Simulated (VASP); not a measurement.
Cu, 1 atom in the cell. The structure is cubic, space group Fm-3m (No. 225). Conventional cell: a = 3.615 Å, b = 3.615 Å, c = 3.615 Å, α = 90.00°, β = 90.00°, γ = 90.00°. Within 3.4 Å of Cu (site symmetry m-3m) lie 12 Cu at 2.56 Å. 

| Property | Result |
| --- | --- |
| Program | VASP 6.6.1 |
| Task | relaxation of cell and atoms |
| Functional | PBEsol |
| Potentials or basis | VASP PAW PBE potentials, release 64 (Cu) |
| Cutoff | 600 eV |
| k mesh | 21 × 21 × 21 |
| Occupations | methfessel-paxton, width 0.05 eV |
| Spin | no spin polarisation |
| Dipole correction | no |
| Further INCAR settings | ALGO = Normal; EDIFF = 1e-06; IBRION = 2; EDIFFG = -0.02; NSW = 60; ISIF = 3 |

Potentials or basis: VASP PAW PBE potentials, release 64 (Cu).

The run is started by

```bash
$ cat potpaw_PBE.64/Cu/POTCAR > POTCAR
$ mpirun -np 1 vasp_std > vasp.out
```

Hardware: 1 thread of Intel(R) Xeon(R) Platinum 8488C (Sapphire Rapids), with other jobs on the host.

Q: Estimate the wall time of this run.

A: Run time: 35 s on 1 thread of Intel(R) Xeon(R) Platinum 8488C (Sapphire Rapids), with other jobs on the host, peak memory 0.16 GiB. Counts: scf iterations 25, k points 286, ion steps 3.
